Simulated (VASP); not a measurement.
# NbC (Niobocarbide) (Fm-3m) in VASP: notebook

NbC (Niobocarbide) is run at these levels: r2SCAN; tasks: single point.

Everything below comes from runs of VASP 6.6.1. Logs are shortened: lines on timing, memory, paths and dates and some standing lists are left out, and cuts for length are marked.

## Step 1: The cell of the first run

It takes space group Fm-3m (No. 225, cubic). The conventional cell has a = 4.469 Å, b = 4.469 Å, c = 4.469 Å, α = 90.00°, β = 90.00°, γ = 90.00°. Within 3.0 Å of Nb (site symmetry m-3m) lie 6 C at 2.23 Å. Within 3.0 Å of C (site symmetry m-3m) lie 6 Nb at 2.23 Å.

## Step 2: Single point, r2SCAN

File POSCAR:

```
NbC
1.0
    0.0000000000      2.2345500000      2.2345500000
    2.2345500000      0.0000000000      2.2345500000
    2.2345500000      2.2345500000      0.0000000000
Nb C
1 1
Direct
    0.0000000000      0.0000000000      0.0000000000
    0.5000000000      0.5000000000      0.5000000000
```

File INCAR.step1:

```
PREC     = Accurate       # precision mode
ENCUT    = 660            # plane-wave cutoff, eV
ISMEAR   = -1             # smearing method
SIGMA    = 0.1            # smearing width, eV
LREAL    = False          # projectors in reciprocal space
LASPH    = True           # aspherical terms in the spheres
NELM     = 120            # most SCF steps
NBANDS   = 16             # bands
GGA      = PE             # functional
ALGO     = Normal         # electronic algorithm
EDIFF    = 1E-5           # SCF threshold, eV
LWAVE    = True           # write WAVECAR
LCHARG   = False          # write CHGCAR
GGA_COMPAT= False
```

File INCAR.step2:

```
PREC     = Accurate       # precision mode
ENCUT    = 660            # plane-wave cutoff, eV
EDIFF    = 1E-6           # SCF threshold, eV
ISMEAR   = -1             # smearing method
SIGMA    = 0.1            # smearing width, eV
LREAL    = False          # projectors in reciprocal space
LASPH    = True           # aspherical terms in the spheres
NELM     = 120            # most SCF steps
ALGO     = Normal         # electronic algorithm
ISIF     = 2              # what is computed and relaxed
LWAVE    = False          # write WAVECAR
LCHARG   = False          # write CHGCAR
METAGGA  = R2SCAN         # meta-GGA
LMIXTAU  = True         
NBANDS   = 16             # bands
ISTART   = 1            
GGA_COMPAT= False
```

File KPOINTS:

```
Automatic mesh
0
Gamma
  3 3 3
```

Potentials or basis: VASP PAW PBE potentials, release 64 (Nb_sv, C).

On the command line:

```sh
cat potpaw_PBE.64/Nb_sv/POTCAR potpaw_PBE.64/C/POTCAR > POTCAR
cp INCAR.step1 INCAR
mpirun -np 1 vasp_std > vasp.out
cp INCAR.step2 INCAR
mpirun -np 1 vasp_std > vasp.out
```

OUTCAR:

```text
PREC = Accurate
   ENCUT = 660
   EDIFF = 1E-6
   ISMEAR = -1
   LREAL = False
   LASPH = True
   NELM = 120
   ISIF = 2
   METAGGA = R2SCAN
   ISTART = 1

 ion  position               nearest neighbor table
   1  0.000  0.000  0.000-   2 2.23   2 2.23   2 2.23   2 2.23   2 2.23   2 2.23
   2  0.500  0.500  0.500-   1 2.23   1 2.23   1 2.23   1 2.23   1 2.23   1 2.23

  LATTYP: Found a face centered cubic cell.
 ALAT       =     4.4691000000

  Lattice vectors:

 A1 = (   0.0000000000,   2.2345500000,   2.2345500000)
 A2 = (   2.2345500000,   0.0000000000,   2.2345500000)
 A3 = (   2.2345500000,   2.2345500000,   0.0000000000)

Analysis of symmetry for initial positions (statically):
=====================================================================
 Subroutine PRICEL returns:
 Original cell was already a primitive cell.

 Routine SETGRP: Setting up the symmetry group for a
 face centered cubic supercell.

 Subroutine GETGRP returns: Found 48 space group operations
 (whereof 48 operations were pure point group operations)
 out of a pool of 48 trial point group operations.

The static configuration has the point symmetry O_h .

Analysis of symmetry for dynamics (positions and initial velocities):
=====================================================================
 Subroutine PRICEL returns:
 Original cell was already a primitive cell.

 Routine SETGRP: Setting up the symmetry group for a
 face centered cubic supercell.

 Subroutine GETGRP returns: Found 48 space group operations
 (whereof 48 operations were pure point group operations)
 out of a pool of 48 trial point group operations.

The dynamic configuration has the point symmetry O_h .

 Subroutine INISYM returns: Found 48 space group operations
 (whereof 48 operations are pure point group operations),
 and found     1 'primitive' translations

----------------------------------------------------------------------------------------

                                     Primitive cell

  volume of cell :      22.3152

  direct lattice vectors                    reciprocal lattice vectors
     0.000000000  2.234550000  2.234550000    -0.223758699  0.223758699  0.223758699
     2.234550000  0.000000000  2.234550000     0.223758699 -0.223758699  0.223758699
     2.234550000  2.234550000  0.000000000     0.223758699  0.223758699 -0.223758699

  length of vectors
     3.160130916  3.160130916  3.160130916     0.387561435  0.387561435  0.387561435

  position of ions in fractional coordinates (direct lattice)
     0.000000000  0.000000000  0.000000000
     0.500000000  0.500000000  0.500000000

  ion indices of the primitive-cell ions
   primitive index   ion index
                 1           1
                 2           2

----------------------------------------------------------------------------------------

 KPOINTS: Automatic mesh

Automatic generation of k-mesh.
 Grid dimensions read from file:
 generate k-points for:    3    3    3

 Generating k-lattice:

  Cartesian coordinates                     Fractional coordinates (reciprocal lattice)
    -0.074586233  0.074586233  0.074586233     0.333333333  0.000000000  0.000000000
     0.074586233 -0.074586233  0.074586233     0.000000000  0.333333333  0.000000000
     0.074586233  0.074586233 -0.074586233     0.000000000  0.000000000  0.333333333

  Length of vectors
     0.129187145  0.129187145  0.129187145

  Shift w.r.t. Gamma in fractional coordinates (k-lattice)
     0.000000000  0.000000000  0.000000000

 Subroutine IBZKPT returns following result:
 ===========================================

 Found      4 irreducible k-points:

 Following reciprocal coordinates:
            Coordinates               Weight
  0.000000  0.000000  0.000000      1.000000
  0.333333  0.000000  0.000000      8.000000
  0.333333  0.333333  0.000000      6.000000
 -0.333333  0.333333  0.000000     12.000000
   k-points           NKPTS =      4   k-points in BZ     NKDIM =      4   number of bands    NBANDS=     16
   number of dos      NEDOS =    301   number of ions     NIONS =      2
   total plane-waves  NPLWV =  21952
   dimension x,y,z NGX =    28 NGY =   28 NGZ =   28
   dimension x,y,z NGXF=    56 NGYF=   56 NGZF=   56
   ions per type =               1   1
   NGX,Y,Z   is equivalent  to a cutoff of  14.73, 14.73, 14.73 a.u.
   NGXF,Y,Z  is equivalent  to a cutoff of  29.46, 29.46, 29.46 a.u.
 SYSTEM =  unknown system
   PREC   = accura    normal or accurate (medium, high low for compatibility)
   ISTART =      1    job   : 0-new  1-cont  2-samecut
   ICHARG =      0    charge: 1-file 2-atom 10-const
   ISPIN  =      1    spin polarized calculation?
   LNONCOLLINEAR =      F non collinear calculations
   LSORBIT =      F    spin-orbit coupling
   LASPH  =      T    aspherical Exc in radial PAW
   ENCUT  =  660.0 eV  48.51 Ry    6.96 a.u.   6.62  6.62  6.62*2*pi/ulx,y,z
   NELM   =    120;   NELMIN=  2; NELMDL=  0     # of ELM steps
   EDIFF  = 0.1E-05   stopping-criterion for ELM
   LREAL  =      F    real-space projection
   EDIFFG = 0.1E-04   stopping-criterion for IOM
   NSW    =      0    number of steps for IOM
   IBRION =     -1    ionic relax: 0-MD 1-quasi-New 2-CG
   NFREE  =      0    steps in history (QN), initial steepest desc. (CG)
   ISIF   =      2    stress and relaxation
   ISYM   =      2    0-nonsym 1-usesym 2-fastsym
   POTIM  = 0.5000    time-step for ionic-motion
   TEBEG  =    0.0;   TEEND  =   0.0 temperature during run
   PSTRESS=    0.0 pullay stress
   NELECT =      17.0000    total number of electrons
   NUPDOWN=      -1.0000    fix difference up-down
   EMIN   =  10.00;   EMAX   =-10.00  energy-range for DOS
   EFERMI =   0.00;   METHOD = LEGACY
   ISMEAR =    -1;   SIGMA  =   0.10  broadening in eV -4-tet -1-fermi 0-gaus
   EFERMI_NEDOS =   21; number of points for ismear=-14 and -15
   IALGO  =     38    algorithm
   IMIX   =      4    mixing-type and parameters
     AMIX     =   0.40;   BMIX     =  1.00
     AMIX_MAG =   1.60;   BMIX_MAG =  1.00
  volume/ion in A,a.u.               =      11.16        75.30
  Fermi-wavevector in a.u.,A,eV,Ry     =   1.495172  2.825465 30.416346  2.235538
  Thomas-Fermi vector in A             =   2.607351
   LORBIT       =      0    0 simple, 1 ext, 2 COOP (PROOUT), +10 PAW based schemes
   METAGGA = R2SCAN    functional components
   LHFCALC =     F    Hartree Fock is set to
   AEXX    =    0.0000 exact exchange contribution
   IVDW    =     0    specifies the selected vdW correction
   LEPSILON=     F    determine dielectric tensor
   LRPA    =     F    only Hartree local field effects (RPA)
 non-spin polarized calculation
  energy-cutoff  :      660.00
  volume of cell :       22.32
 maximum number of plane-waves:       869
 NGX is ok and might be reduce to    28
   NGX = 13   NGY = 13   NGZ = 13

 number of electron      17.0000001 magnetization

 Free energy of the ion-electron system (eV)
  ---------------------------------------------------
  ext. energy  EPLUGINS =         0.00000000
  ---------------------------------------------------
  free energy    TOTEN  =       -35.66518267 eV

  energy without entropy =      -35.61231346  energy(sigma->0) =      -35.63874806

 E-fermi :  13.3593     XC(G=0): -14.0469

 val. band max:       12.9685395203   @ k =   0.0000   0.0000   0.0000
 cond. band min:      13.4998331492   @ k =  -0.3333   0.3333   0.0000
 fundamental gap:      0.5312936288
 Fermi energy:        13.3592553575

 k-point     1 :       0.0000    0.0000    0.0000
  band No.  band energies     occupation
      1     -45.0911      2.00000
      2     -20.0603      2.00000
      3     -20.0603      2.00000
      4     -20.0603      2.00000
      5      -1.5091      2.00000
      6      11.3598      2.00000
[... 8 lines left out ...]
     15      23.3926      0.00000
     16      35.5589      0.00000

 k-point     2 :       0.3333    0.0000    0.0000
  band No.  band energies     occupation
      1     -45.0058      2.00000
      2     -20.7312      2.00000
      3     -20.1226      2.00000
      4     -20.1226      2.00000
      5       0.8805      2.00000
      6       6.5079      2.00000
[... 8 lines left out ...]
     15      27.2118      0.00000
     16      28.2802      0.00000

 k-point     3 :       0.3333    0.3333    0.0000
  band No.  band energies     occupation
      1     -44.9776      2.00000
      2     -20.6503      2.00000
      3     -20.2840      2.00000
      4     -20.2840      2.00000
      5       0.0987      2.00000
      6       7.2126      2.00000
[... 8 lines left out ...]
     15      26.9986      0.00000
     16      29.2843      0.00000

 k-point     4 :      -0.3333    0.3333    0.0000
  band No.  band energies     occupation
      1     -44.9488      2.00000
      2     -20.6421      2.00000
      3     -20.6039      2.00000
      4     -20.2358      2.00000
      5       0.9790      2.00000
      6       6.6535      2.00000
[... 8 lines left out ...]
     15      25.2890      0.00000
     16      27.3731      0.00000

------------------------ aborting loop because EDIFF is reached ----------------------------------------

  FORCE on cell =-STRESS in cart. coord.  units (eV):
  Direction    XX          YY          ZZ          XY          YZ          ZX
  --------------------------------------------------------------------------------------
  -------------------------------------------------------------------------------------
  Total        0.9230772      0.9230772      0.9230772     -0.0000000     -0.0000000     -0.0000000
  in kB       66.2747943     66.2747943     66.2747943     -0.0000000     -0.0000000     -0.0000000
  external PRESSURE =      66.2747943 kB  Pullay stress =       0.0000000 kB

 VOLUME and BASIS-vectors are now :
 -----------------------------------------------------------------------------
  energy-cutoff  :      660.00
  volume of cell :       22.32
      direct lattice vectors                 reciprocal lattice vectors
     0.000000000  2.234550000  2.234550000    -0.223758699  0.223758699  0.223758699
     2.234550000  0.000000000  2.234550000     0.223758699 -0.223758699  0.223758699
     2.234550000  2.234550000  0.000000000     0.223758699  0.223758699 -0.223758699

 POSITION                                       TOTAL-FORCE (eV/Angst)
 -----------------------------------------------------------------------------------
      0.00000      0.00000      0.00000         0.000000      0.000000      0.000000
      2.23455      2.23455      2.23455        -0.000000     -0.000000     -0.000000
 -----------------------------------------------------------------------------------
    total drift:                               -0.000000      0.000000      0.000000

  FREE ENERGIE OF THE ION-ELECTRON SYSTEM (eV)
  ---------------------------------------------------
  free  energy   TOTEN  =       -35.6651826679 eV

  energy  without entropy=      -35.6123134606  energy(sigma->0) =      -35.63874806
```

Wall time 35 s (1 thread of Intel Xeon 8259CL, shared host); peak memory 0.16 GiB.

What came out:

* Free energy: -35.6652 eV
* Pressure: 6.6 GPa

Caveat: the k points lie up to 0.81 Å⁻¹ apart; the PAW data sets were made with another functional, which shifts forces and pressure a little.

## Step 3: Single point, r2SCAN

POSCAR is that of step 2.

File INCAR.step1:

```
SYSTEM = NbC
  PREC = Accurate
  ENCUT = 660
  ISMEAR = -1
  SIGMA = 0.1
  LREAL = .False.
  LASPH = .True.
  NELM = 120
  NBANDS = 16
  GGA = PE
  ALGO = Normal
  EDIFF = 1E-5
  LWAVE = .True.
  LCHARG = .False.
  GGA_COMPAT = .False.
```

File INCAR.step2:

```
SYSTEM = NbC
  PREC = Accurate
  ENCUT = 660
  EDIFF = 1E-6
  ISMEAR = -1
  SIGMA = 0.1
  LREAL = .False.
  LASPH = .True.
  NELM = 120
  ALGO = Normal
  ISIF = 2
  LWAVE = .False.
  LCHARG = .False.
  METAGGA = R2SCAN
  LMIXTAU = .True.
  NBANDS = 16
  ISTART = 1
  GGA_COMPAT = .False.
```

File KPOINTS:

```
regular mesh
0
Gamma
  4 4 4
  0 0 0
```

Potentials or basis: VASP PAW PBE potentials, release 64 (Nb_sv, C).

On the command line:

```sh
cat potpaw_PBE.64/Nb_sv/POTCAR potpaw_PBE.64/C/POTCAR > POTCAR
cp INCAR.step1 INCAR
mpirun -np 1 vasp_std > vasp.out
cp INCAR.step2 INCAR
mpirun -np 1 vasp_std > vasp.out
```

It took 47 s on 1 thread of Intel Xeon 8259CL, shared host; peak memory 0.16 GiB.

Results (log left out):

| Item | Value |
| --- | --- |
| Free energy | -35.9253 eV |
| Pressure | 3.8 GPa |

Levels at points of the mesh, in eV from the Fermi level:
| k point | band 6 | band 7 | band 8 | band 9 | band 10 | band 11 |
| --- | --- | --- | --- | --- | --- | --- |
| (0.00, 0.00, 0.00) | -1.21 | -1.21 | -1.21 | -0.12 | -0.12 | -0.12 |
| (0.50, 0.00, 0.00) | -7.75 | -5.29 | -5.29 | 2.33 | 2.33 | 3.89 |
| (0.50, 0.50, 0.00) | -4.15 | -3.95 | -1.28 | -1.28 | 2.09 | 3.44 |

Caveat: the k points lie up to 0.61 Å⁻¹ apart; the PAW data sets were made with another functional, which shifts forces and pressure a little.

[end of part 1 of 2]
